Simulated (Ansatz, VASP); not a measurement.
## CaSe: VASP beside Ansatz

Contents of POSCAR:

```
CaSe
1.0
    0.0000000000      3.2795613671      3.2795613671
    3.2795613671      0.0000000000      3.2795613671
    3.2795613671      3.2795613671      0.0000000000
Ca Se
1 1
Direct
    0.0000000000      0.0000000000      0.0000000000
    0.2500000000      0.2500000000      0.2500000000
```

The input INCAR.step1:

```
SYSTEM = CaSe
PREC = Accurate
ENCUT = 520
EDIFF = 1E-5
ISMEAR = 0
SIGMA = 0.01
LREAL = .False.
LASPH = .True.
NELM = 100
ALGO = Normal
ISIF = 2
LWAVE = .True.
LCHARG = .False.
NBANDS = 15
GGA = PE
```

Contents of INCAR.step2:

```
SYSTEM = CaSe
PREC = Accurate
ENCUT = 520
EDIFF = 1E-6
ISMEAR = 0
SIGMA = 0.01
LREAL = .False.
LASPH = .True.
NELM = 100
ALGO = Normal
ISIF = 2
LWAVE = .False.
LCHARG = .False.
GGA = PE
LHFCALC = .True.
AEXX = 1.0
ALDAC = 0.0
AGGAC = 0.0
PRECFOCK = Normal
NBANDS = 15
ISTART = 1
```

The input KPOINTS:

```
Automatic mesh
0
Gamma
  4 4 4
  0 0 0
```

Input for Ansatz:

```yaml
crystal:
  lattice:
    - [0.0, 3.2795613671, 3.2795613671]
    - [3.2795613671, 0.0, 3.2795613671]
    - [3.2795613671, 3.2795613671, 0.0]
  atoms:
    - { symbol: Ca, position: [0.0, 0.0, 0.0] }
    - { symbol: Se, position: [0.25, 0.25, 0.25] }
kpoints:
  mp_grid: { grid: [4, 4, 4] }
  band_path:
    path:
      - [0.0, 0.0, 0.0]
      - [-0.5, -0.5, 0.0]
      - [-0.375, -0.375, 0.25]
      - [-0.375, 0.0, 0.375]
      - [0.0, 0.0, 0.5]
      - [-0.5, -0.25, 0.25]
      - [0.0, 0.270833, -0.270833]
    npoints: 1
hamiltonian:
  xc: hf
scf:
  occupations: { method: fixed }
  n_extra_bands: 4
output:
  forces: true
  stress: true
  eigenvalues: true
```

Alike in both runs: task single point; functional HF; k mesh 4 × 4 × 4; no spin polarisation.

```csv
,VASP,Ansatz
version,VASP 6.6.1,Ansatz 0.2.0
potentials or method,"VASP PAW PBE potentials, release 64 (Ca_sv, Se)","plane waves, PAW"
plane-wave cutoff (eV),520,420
occupations,"gaussian, width 0.01 eV",fixed
valence electrons in the cell,16,26
```

```csv
,VASP,Ansatz,Ansatz less VASP
gap on the k mesh at the Fermi level (eV),9.93,9.84,-0.086
pressure (GPa),3.3,3.7,+0.38
```

VASP's potentials were made for PBE, not for HF. VASP's potentials hold 16 valence electrons a cell and Ansatz's 26, so a difference there can come from the potentials and not from the codes. Ansatz's warnings: stress exchange threshold loose, stress scf threshold loose.
